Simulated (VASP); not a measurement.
# Li27HN in VASP: single point with PBE

Aim: the single point of Li27HN with PBE.

All numbers are computed with VASP 6.6.1; they aren't measurements. Logs are shortened: lines on timing, memory, paths and dates and some standing lists are left out, and cuts for length are marked.

## Step 1: The cell of the first run

The cell holds a slab with vacuum, 29 atoms: a = 10.470 Å, b = 10.470 Å, c = 16.490 Å, α = 90.00°, β = 90.00°, γ = 90.00°.

## Step 2: Single point, PBE

Contents of INCAR:

```
SYSTEM = Li27HN
ALGO = Normal
EDIFF = 1E-6
ENCUT = 520
GGA = PE
ISIF = 2
ISMEAR = 0
LASPH = .TRUE.
LCHARG = .FALSE.
LREAL = Auto
LWAVE = .FALSE.
NBANDS = 64
NELM = 60
PREC = Accurate
SIGMA = 0.15
```

Contents of KPOINTS:

```
k-points
0
G
  2 2 1
  0 0 0
```

Contents of POSCAR:

```
Li27HN
1.0
   10.4700000000      0.0000000000      0.0000000000
    0.0000000000     10.4700000000      0.0000000000
    0.0000000000      0.0000000000     16.4900000000
Li N H
27 1 1
Direct
    0.0000000000      0.0000000000      0.0606428138
    0.3333333333      0.0000000000      0.0606428138
    0.6666666667      0.0000000000      0.0606428138
    0.0000000000      0.3333333333      0.0606428138
    0.3333333333      0.3333333333      0.0606428138
    0.6666666667      0.3333333333      0.0606428138
    0.0000000000      0.6666666667      0.0606428138
    0.3333333333      0.6666666667      0.0606428138
    0.6666666667      0.6666666667      0.0606428138
    0.1664977077      0.1599551098      0.1629811401
    0.4896045845      0.1770747851      0.1662694967
    0.8439664756      0.1773270296      0.1663446331
    0.1669855778      0.5001625597      0.1679311704
    0.5069440306      0.4999362942      0.1629419042
    0.8267190067      0.4999255014      0.1630696180
    0.1665068768      0.8401856734      0.1630157065
    0.4897307545      0.8230959885      0.1663489388
    0.8438344795      0.8228608405      0.1663766525
   -0.0007599809      0.0001111748      0.2677405700
    0.3340676218      0.0001696275      0.2676600364
    0.6669422159      0.0003293219      0.2542816859
    0.0320659981      0.3650568290      0.2697180716
    0.3019500478      0.3648386819      0.2695285628
    0.6664976122      0.3324712512      0.2676943602
    0.0318015282      0.6350038204      0.2697747726
    0.3022946514      0.6352910220      0.2695231656
    0.6665706781      0.6673365807      0.2677005458
    1.1671800382      0.5002233047      0.2818901759
    1.1678312321      0.5004307545      0.3446793208
```

Potentials or basis: VASP PAW PBE potentials, release 64 (Li_sv, N, H).

Command:

```
> cat potpaw_PBE.64/Li_sv/POTCAR potpaw_PBE.64/N/POTCAR potpaw_PBE.64/H/POTCAR > POTCAR
> mpirun -np 1 vasp_std > vasp.out
```

OUTCAR:

```text
SYSTEM = Li27HN
   EDIFF = 1E-6
   ENCUT = 520
   GGA = PE
   ISIF = 2
   ISMEAR = 0
   LASPH = .TRUE.
   LREAL = Auto
   NELM = 60
   PREC = Accurate

 ion  position               nearest neighbor table
   1  0.000  0.000  0.061-
   2  0.333  0.000  0.061-
   3  0.667  0.000  0.061-
   4  0.000  0.333  0.061-
   5  0.333  0.333  0.061-
   6  0.667  0.333  0.061-
   7  0.000  0.667  0.061-
   8  0.333  0.667  0.061-
   9  0.667  0.667  0.061-
  10  0.166  0.160  0.163-
  11  0.490  0.177  0.166-
  12  0.844  0.177  0.166-
  13  0.167  0.500  0.168-  28 1.88
  14  0.507  0.500  0.163-
  15  0.827  0.500  0.163-
  16  0.167  0.840  0.163-
  17  0.490  0.823  0.166-
  18  0.844  0.823  0.166-
  19  0.999  0.000  0.268-
  20  0.334  0.000  0.268-
  21  0.667  0.000  0.254-
  22  0.032  0.365  0.270-  28 2.01
  23  0.302  0.365  0.270-  28 2.01
  24  0.666  0.332  0.268-
  25  0.032  0.635  0.270-  28 2.01
  26  0.302  0.635  0.270-  28 2.01
  27  0.667  0.667  0.268-
  28  0.167  0.500  0.282-  29 1.04  13 1.88  25 2.01  23 2.01  26 2.01  22 2.01
  29  0.168  0.500  0.345-  28 1.04

  LATTYP: Found a simple tetragonal cell.
 ALAT       =    10.4700000000
 C/A-ratio  =     1.5749761223

  Lattice vectors:

 A1 = (  10.4700000000,   0.0000000000,   0.0000000000)
 A2 = (   0.0000000000,  10.4700000000,   0.0000000000)
 A3 = (   0.0000000000,   0.0000000000,  16.4900000000)

Analysis of symmetry for initial positions (statically):
=====================================================================
 Subroutine PRICEL returns:
 Original cell was already a primitive cell.

 Routine SETGRP: Setting up the symmetry group for a
 simple tetragonal supercell.

 Subroutine GETGRP returns: Found  1 space group operations
 (whereof  1 operations were pure point group operations)
 out of a pool of 16 trial point group operations.

The static configuration has the point symmetry C_1 .

Analysis of symmetry for dynamics (positions and initial velocities):
=====================================================================
 Subroutine PRICEL returns:
 Original cell was already a primitive cell.

 Routine SETGRP: Setting up the symmetry group for a
 simple tetragonal supercell.

 Subroutine GETGRP returns: Found  1 space group operations
 (whereof  1 operations were pure point group operations)
 out of a pool of 16 trial point group operations.

The dynamic configuration has the point symmetry C_1 .

 Subroutine INISYM returns: Found  1 space group operations
 (whereof  1 operations are pure point group operations),
 and found     1 'primitive' translations

----------------------------------------------------------------------------------------

                                     Primitive cell

  volume of cell :    1807.6486

  direct lattice vectors                    reciprocal lattice vectors
    10.470000000  0.000000000  0.000000000     0.095510984  0.000000000  0.000000000
     0.000000000 10.470000000  0.000000000     0.000000000  0.095510984  0.000000000
     0.000000000  0.000000000 16.490000000     0.000000000  0.000000000  0.060642814

  length of vectors
    10.470000000 10.470000000 16.490000000     0.095510984  0.095510984  0.060642814

  position of ions in fractional coordinates (direct lattice)
     0.000000000  0.000000000  0.060642814
     0.333333333  0.000000000  0.060642814
     0.666666667  0.000000000  0.060642814
     0.000000000  0.333333333  0.060642814
     0.333333333  0.333333333  0.060642814
     0.666666667  0.333333333  0.060642814
[... 21 lines left out ...]
     0.167180038  0.500223305  0.281890176
     0.167831232  0.500430755  0.344679321

  ion indices of the primitive-cell ions
   primitive index   ion index
                 1           1
                 2           2
                 3           3
                 4           4
                 5           5
                 6           6
[... 21 lines left out ...]
                28          28
                29          29

----------------------------------------------------------------------------------------

 KPOINTS: k-points

Automatic generation of k-mesh.
 Grid dimensions read from file:
 generate k-points for:    2    2    1

 Generating k-lattice:

  Cartesian coordinates                     Fractional coordinates (reciprocal lattice)
     0.047755492  0.000000000  0.000000000     0.500000000  0.000000000  0.000000000
     0.000000000  0.047755492  0.000000000     0.000000000  0.500000000  0.000000000
     0.000000000  0.000000000  0.060642814     0.000000000  0.000000000  1.000000000

  Length of vectors
     0.047755492  0.047755492  0.060642814

  Shift w.r.t. Gamma in fractional coordinates (k-lattice)
     0.000000000  0.000000000  0.000000000

 Subroutine IBZKPT returns following result:
 ===========================================

 Found      4 irreducible k-points:

 Following reciprocal coordinates:
            Coordinates               Weight
  0.000000  0.000000  0.000000      1.000000
  0.500000  0.000000  0.000000      1.000000
  0.000000  0.500000  0.000000      1.000000
  0.500000  0.500000  0.000000      1.000000
   k-points           NKPTS =      4   k-points in BZ     NKDIM =      4   number of bands    NBANDS=     64
   number of dos      NEDOS =    301   number of ions     NIONS =     29
   total plane-waves  NPLWV = 806400
   dimension x,y,z NGX =    80 NGY =   80 NGZ =  126
   dimension x,y,z NGXF=   160 NGYF=  160 NGZF=  252
   ions per type =              27   1   1
   NGX,Y,Z   is equivalent  to a cutoff of  12.70, 12.70, 12.70 a.u.
   NGXF,Y,Z  is equivalent  to a cutoff of  25.41, 25.41, 25.41 a.u.
 SYSTEM =  Li27HN
   PREC   = accura    normal or accurate (medium, high low for compatibility)
   ISTART =      0    job   : 0-new  1-cont  2-samecut
   ICHARG =      2    charge: 1-file 2-atom 10-const
   ISPIN  =      1    spin polarized calculation?
   LNONCOLLINEAR =      F non collinear calculations
   LSORBIT =      F    spin-orbit coupling
   LASPH  =      T    aspherical Exc in radial PAW
   ENCUT  =  520.0 eV  38.22 Ry    6.18 a.u.  19.47 19.47 30.66*2*pi/ulx,y,z
   NELM   =     60;   NELMIN=  2; NELMDL= -5     # of ELM steps
   EDIFF  = 0.1E-05   stopping-criterion for ELM
   LREAL  =      T    real-space projection
   EDIFFG = 0.1E-04   stopping-criterion for IOM
   NSW    =      0    number of steps for IOM
   IBRION =     -1    ionic relax: 0-MD 1-quasi-New 2-CG
   NFREE  =      0    steps in history (QN), initial steepest desc. (CG)
   ISIF   =      2    stress and relaxation
   ISYM   =      2    0-nonsym 1-usesym 2-fastsym
   POTIM  = 0.5000    time-step for ionic-motion
   TEBEG  =    0.0;   TEEND  =   0.0 temperature during run
   PSTRESS=    0.0 pullay stress
   NELECT =      87.0000    total number of electrons
   NUPDOWN=      -1.0000    fix difference up-down
   EMIN   =  10.00;   EMAX   =-10.00  energy-range for DOS
   EFERMI =   0.00;   METHOD = LEGACY
   ISMEAR =     0;   SIGMA  =   0.15  broadening in eV -4-tet -1-fermi 0-gaus
   EFERMI_NEDOS =   21; number of points for ismear=-14 and -15
   IALGO  =     38    algorithm
   IMIX   =      4    mixing-type and parameters
     AMIX     =   0.40;   BMIX     =  1.00
     AMIX_MAG =   1.60;   BMIX_MAG =  1.00
  volume/ion in A,a.u.               =      62.33       420.64
  Fermi-wavevector in a.u.,A,eV,Ry     =   0.595493  1.125318  4.824786  0.354612
  Thomas-Fermi vector in A             =   1.645478
   LORBIT       =      0    0 simple, 1 ext, 2 COOP (PROOUT), +10 PAW based schemes
   GGA     = PE    functional components
   LHFCALC =     F    Hartree Fock is set to
   AEXX    =    0.0000 exact exchange contribution
   IVDW    =     0    specifies the selected vdW correction
   LEPSILON=     F    determine dielectric tensor
   LRPA    =     F    only Hartree local field effects (RPA)
 non-spin polarized calculation
 Gauss-broadening in eV      SIGMA  =   0.15
  energy-cutoff  :      520.00
  volume of cell :     1807.65
 maximum number of plane-waves:     48725
 NGX is ok and might be reduce to    80
   NGX = 39   NGY = 39   NGZ = 61

 number of electron      86.9999974 magnetization

 Free energy of the ion-electron system (eV)
  ---------------------------------------------------
  ext. energy  EPLUGINS =         0.00000000
  ---------------------------------------------------
  free energy    TOTEN  =       -59.17000137 eV

  energy without entropy =      -59.00609303  energy(sigma->0) =      -59.08804720

 E-fermi :  -1.6414     XC(G=0):  -3.2303

 val. band max:       -1.7813688454   @ k =   0.5000   0.5000   0.0000
 cond. band min:      -1.6234661041   @ k =   0.0000   0.5000   0.0000
 fundamental gap:      0.1579027413
 Fermi energy:        -1.6413841053

 k-point     1 :       0.0000    0.0000    0.0000
  band No.  band energies     occupation
      1     -49.0063      2.00000
      2     -49.0061      2.00000
      3     -49.0054      2.00000
      4     -49.0054      2.00000
      5     -48.9633      2.00000
      6     -48.9627      2.00000
[... 47 lines left out ...]
     54      -0.1480      0.00000
     55      -0.0548      0.00000

 k-point     2 :       0.5000    0.0000    0.0000
  band No.  band energies     occupation
      1     -49.0063      2.00000
      2     -49.0061      2.00000
      3     -49.0054      2.00000
      4     -49.0054      2.00000
      5     -48.9633      2.00000
      6     -48.9627      2.00000
[... 47 lines left out ...]
     54      -0.3536      0.00000
     55      -0.2416      0.00000

 k-point     3 :       0.0000    0.5000    0.0000
  band No.  band energies     occupation
      1     -49.0063      2.00000
      2     -49.0061      2.00000
      3     -49.0054      2.00000
      4     -49.0054      2.00000
      5     -48.9633      2.00000
      6     -48.9627      2.00000
[... 47 lines left out ...]
     54      -0.3536      0.00000
     55      -0.2417      0.00000

 k-point     4 :       0.5000    0.5000    0.0000
  band No.  band energies     occupation
      1     -49.0063      2.00000
      2     -49.0061      2.00000
      3     -49.0054      2.00000
      4     -49.0054      2.00000
      5     -48.9633      2.00000
      6     -48.9627      2.00000
[... 47 lines left out ...]
     54      -0.5585      0.00000
     55      -0.4678      0.00000
 [bands above 55 left out]

------------------------ aborting loop because EDIFF is reached ----------------------------------------

  FORCE on cell =-STRESS in cart. coord.  units (eV):
  Direction    XX          YY          ZZ          XY          YZ          ZX
  --------------------------------------------------------------------------------------
  -------------------------------------------------------------------------------------
  Total       -6.8948079     -6.8997413     -0.2233192     -0.0034011     -0.0086381     -0.0146000
  in kB       -6.1110907     -6.1154634     -0.1979350     -0.0030145     -0.0076562     -0.0129404
  external PRESSURE =      -4.1414964 kB  Pullay stress =       0.0000000 kB

 VOLUME and BASIS-vectors are now :
 -----------------------------------------------------------------------------
  energy-cutoff  :      520.00
  volume of cell :     1807.65
      direct lattice vectors                 reciprocal lattice vectors
    10.470000000  0.000000000  0.000000000     0.095510984  0.000000000  0.000000000
     0.000000000 10.470000000  0.000000000     0.000000000  0.095510984  0.000000000
     0.000000000  0.000000000 16.490000000     0.000000000  0.000000000  0.060642814

 POSITION                                       TOTAL-FORCE (eV/Angst)
 -----------------------------------------------------------------------------------
      0.00000      0.00000      1.00000        -0.072567      0.000059     -0.016876
      3.49000      0.00000      1.00000         0.071975     -0.000034     -0.017316
      6.98000      0.00000      1.00000         0.002062      0.000547      0.157483
      0.00000      3.49000      1.00000         0.013169      0.012381     -0.032771
      3.49000      3.49000      1.00000        -0.008690      0.012016     -0.030001
      6.98000      3.49000      1.00000        -0.000023     -0.071214     -0.015133
[... 21 lines left out ...]
      1.75037      5.23734      4.64837        -0.001493     -0.004256      0.030514
      1.75719      5.23951      5.68376        -0.003688     -0.001862      0.033328
 -----------------------------------------------------------------------------------
    total drift:                               -0.019953      0.003528     -0.006745

  FREE ENERGIE OF THE ION-ELECTRON SYSTEM (eV)
  ---------------------------------------------------
  free  energy   TOTEN  =       -59.1700013749 eV

  energy  without entropy=      -59.0060930265  energy(sigma->0) =      -59.08804720
```

Run time: 12 min. Hardware: 1 thread of AMD EPYC 9R45 (Zen 5), shared host; peak memory 1.5 GiB.

What came out:

```
Free energy            : -59.1700 eV
Largest force          : 0.157 eV/Å
Band gap on the k mesh : zero (an odd number of electrons rules out a gap without spin polarisation)
```

Forces in eV/Å, atoms in the order of the input:
```
Li  -0.073  0.000 -0.017
Li   0.072  0.000 -0.017
Li   0.002  0.001  0.157
Li   0.013  0.012 -0.033
Li  -0.009  0.012 -0.030
Li   0.000 -0.071 -0.015
Li   0.012 -0.012 -0.032
Li  -0.007 -0.011 -0.030
Li   0.000  0.071 -0.014
Li   0.001  0.006  0.001
Li   0.000 -0.003  0.001
Li  -0.002 -0.003  0.004
Li  -0.002  0.002 -0.028
Li  -0.009  0.000  0.000
Li   0.001  0.001  0.000
Li   0.000 -0.008  0.001
Li  -0.001  0.003  0.001
Li  -0.001  0.003  0.003
Li   0.004  0.001  0.005
Li  -0.001  0.001  0.004
Li   0.000 -0.002 -0.008
Li  -0.010 -0.010 -0.005
Li   0.013 -0.012 -0.007
Li   0.001  0.003  0.005
Li  -0.009  0.014 -0.007
Li   0.009  0.012 -0.008
Li   0.000 -0.002  0.005
N   -0.001 -0.004  0.031
H   -0.004 -0.002  0.033
```

Levels at points of the mesh, in eV from the Fermi level:
| k point | band 39 | band 40 | band 41 | band 42 | band 43 | band 44 | band 45 | band 46 |
| --- | --- | --- | --- | --- | --- | --- | --- | --- |
| (0.00, 0.00, 0.00) | -0.77 | -0.74 | -0.74 | -0.33 | -0.20 | -0.20 | 0.14 | 0.40 |
| (0.50, 0.00, 0.00) | -0.90 | -0.60 | -0.42 | 0.02 | 0.04 | 0.08 | 0.22 | 0.29 |
| (0.00, 0.50, 0.00) | -0.90 | -0.60 | -0.42 | 0.02 | 0.04 | 0.08 | 0.22 | 0.29 |
| (0.50, 0.50, 0.00) | -0.55 | -0.45 | -0.35 | -0.35 | -0.35 | -0.29 | -0.14 | -0.14 |

Caveat: the cutoff is under 1.25 times the usual one of these potentials, so pressure, stress and relaxed cells hold a basis-set (Pulay) error.
